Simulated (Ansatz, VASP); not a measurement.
Two plane-wave programs on LiFeN

The input INCAR:

```
SYSTEM = LiFeN
ALGO     = Fast           ! electronic algorithm
EDIFF    = 1E-6           ! SCF threshold, eV
ENCUT    = 520            ! plane-wave cutoff, eV
GGA      = PE             ! functional
ISIF     = 2              ! what is computed and relaxed
ISMEAR   = -1             ! smearing method
ISPIN    = 2              ! spin polarisation
LASPH    = .TRUE.         ! aspherical terms in the spheres
LCHARG   = .FALSE.        ! write CHGCAR
LDAU     = .TRUE.         ! DFT+U
LDAUJ    = 0 0 0        
LDAUL    = 2 -1 -1        ! shell
LDAUPRINT= 1            
LDAUTYPE = 2            
LDAUU    = 4 0 0          ! U, eV
LMAXMIX  = 4              ! l up to which the mixer works
LORBIT   = 11             ! projections on sites
LREAL    = .FALSE.        ! projectors in reciprocal space
LWAVE    = .FALSE.        ! write WAVECAR
MAGMOM   = 3 0 0          ! initial moments
NBANDS   = 19             ! bands
NELM     = 150            ! most SCF steps
PREC     = Accurate       ! precision mode
SIGMA    = 0.05           ! smearing width, eV
```

The input KPOINTS:

```
k-points
0
G
  10 10 7
  0 0 0
```

The input POSCAR:

```
LiFeN
1.0
    3.1006003459      0.0000000000      0.0000000000
   -1.5503001729      2.6851986665      0.0000000000
    0.0000000000      0.0000000000      4.1453390000
Fe N Li
1 1 1
Direct
    0.3333333333      0.6666666667      0.5000000000
    0.0000000000      0.0000000000      0.5000000000
    0.0000000000      0.0000000000      0.0000000000
```

Contents of input.yaml:

```yaml
crystal:
  lattice:
    - [3.1006003459, 0.0, 0.0]
    - [-1.5503001729, 2.6851986665, 0.0]
    - [0.0, 0.0, 4.145339]
  atoms:
    - { symbol: Fe, position: [0.3333333333, 0.6666666667, 0.5], spin: 3.0 }
    - { symbol: "N", position: [0.0, 0.0, 0.5] }
    - { symbol: Li, position: [0.0, 0.0, 0.0] }
hamiltonian:
  xc: pbe
  pseudopotentials: { kind: paw }
  hubbard: { sites: [{ species: Fe, l: d, u_eff: 4.0 }] }
magnetization:
  spin_polarized: true
kpoints:
  mp_grid: { grid: [10, 10, 7] }
scf:
  occupations: { method: fermi_dirac, width: 0.05 }
  n_extra_bands: 7
output:
  forces: true
  stress: true
  eigenvalues: true
  dos: { projected: true, de: 0.05, nscf_kmesh: { grid: [15, 15, 11] } }
```

Alike in both runs: functional PBE; k mesh 10 × 10 × 7; occupations fermi-dirac, width 0.05 eV; collinear spin; Hubbard terms Fe d U = 4.0 eV.

|  | VASP | Ansatz |
| --- | --- | --- |
| version | VASP 6.6.1 | Ansatz 0.2.0 |
| potentials or method | VASP PAW PBE potentials, release 64 (Fe, N, Li_sv) | Ansatz PAW |
| plane-wave cutoff (eV) | 520 | 420 |
| valence electrons in the cell | 16 | 24 |
| task | single point | projected density of states |

```csv
,VASP,Ansatz,Ansatz less VASP
gap on the k mesh at the Fermi level (eV),none,none,-
net moment per atom (μB),1.13,1.13,-0.005
size of the moment on the site where the two differ most (μB),3.31,2.74,-0.568
```

Site moments also hang on the region over which each program counts them. The programs project onto different local orbitals, so the same U acts differently, and such runs can settle in different states. A gap of «none» marks a metal or a gap that the smearing closes. VASP's potentials hold 16 valence electrons a cell and Ansatz's 24, so a difference there can come from the potentials and not from the codes.

Noted on VASP's run: the cutoff is under 1.25 times that of the potentials, so the pressure is a little rough. Noted on Ansatz's run: the magnetic or orbital state may not be the lowest.
